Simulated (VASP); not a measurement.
Wanted: the native input for a VASP 6.6.1 run.

| Property | Result |
| --- | --- |
| Task | single point |
| Functional | BLYP |
| Potentials or basis | VASP PAW PBE potentials, release 64 (C) |
| Cutoff | 520 eV |
| k mesh | 9 × 9 × 2 |
| Occupations | gaussian, width 0.1 eV |
| Spin | no spin polarisation |
| Dipole correction | no |
| Further INCAR settings | ALGO = Normal; EDIFF = 1e-06; NBANDS = 11 |

The structure of C lies in POSCAR:

```
C
1.0
    2.4561701600      0.0000000000      0.0000000000
   -1.2280850800      2.1271057600      0.0000000000
    0.0000000000      0.0000000000      8.5238033600
C
2
Direct
    0.3333333333      0.6666666667      0.0000000000
    0.6666666667      0.3333333333      0.0000000000
```

One way to write it, as run:

INCAR

```
SYSTEM = C
AGGAC    = 1.0          
AGGAX    = 1.0          
ALDAC    = 0.0          
ALDAX    = 1.0          
ALGO     = Normal         ! electronic algorithm
EDIFF    = 1E-6           ! SCF threshold, eV
ENCUT    = 520            ! plane-wave cutoff, eV
GGA      = B5             ! functional
ISIF     = 2              ! what is computed and relaxed
ISMEAR   = 0              ! smearing method
LASPH    = .True.         ! aspherical terms in the spheres
LCHARG   = .True.         ! write CHGCAR
LELF     = .True.         ! ELF
LREAL    = .False.        ! projectors in reciprocal space
LVHAR    = .True.       
LWAVE    = .False.        ! write WAVECAR
NBANDS   = 11             ! bands
NELM     = 100            ! most SCF steps
PREC     = Accurate       ! precision mode
SIGMA    = 0.1            ! smearing width, eV
```

KPOINTS

```
k-points
0
Gamma
  9 9 2
  0 0 0
```

Potentials or basis: VASP PAW PBE potentials, release 64 (C).

Launch:

```sh
$ cat potpaw_PBE.64/C/POTCAR > POTCAR
$ mpirun -np 1 vasp_std > vasp.out
```

It gave:

```
Band gap on the k mesh : zero (filled and empty bands touch)
```

Caveat: the k points lie up to 0.37 Å⁻¹ apart.

Wall time 16 s on 1 thread of Intel(R) Xeon(R) Platinum 8559C (Emerald Rapids), on a shared host, peak memory 0.14 GiB.
